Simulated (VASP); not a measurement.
Here is a VASP 6.6.1 calculation.

Contents of INCAR:

```
SYSTEM = CeO2
  PREC = Accurate
  ENCUT = 520
  EDIFF = 1E-7
  ISMEAR = 0
  SIGMA = 0.05
  LREAL = .FALSE.
  LASPH = .TRUE.
  NELM = 150
  ALGO = Normal
  ISIF = 2
  LWAVE = .FALSE.
  LCHARG = .TRUE.
  LMAXMIX = 6
  LDAU = .TRUE.
  LDAUTYPE = 2
  LDAUL = 3 -1
  LDAUU = 5 0
  LDAUJ = 0 0
  LDAUPRINT = 1
  GGA = PE
  LELF = .TRUE.
  LVHAR = .TRUE.
  NBANDS = 19
```

KPOINTS

```
regular mesh
0
G
  6 6 6
  0 0 0
```

File POSCAR:

```
CeO2
1.0
    0.0000000000      2.7359282350      2.7359282350
    2.7359282350      0.0000000000      2.7359282350
    2.7359282350      2.7359282350      0.0000000000
Ce O
1 2
Direct
    0.0000000000      0.0000000000      0.0000000000
    0.2500000000      0.2500000000      0.2500000000
    0.7500000000      0.7500000000      0.7500000000
```

Potentials or basis: VASP PAW PBE potentials, release 64 (Ce, O).

The run is started by

```bash
$ cat potpaw_PBE.64/Ce/POTCAR potpaw_PBE.64/O/POTCAR > POTCAR
$ mpirun -np 1 vasp_std > vasp.out
```

(1) What does it give for the pressure?

(2) Estimate the band gap on the k mesh.

Answers

(1) 3.0 GPa.

(2) 2.43 eV (least direct gap 2.58 eV).

Caveat: the cell stands under pressure; spin-orbit coupling is left out, which moves the levels of the heavy elements.
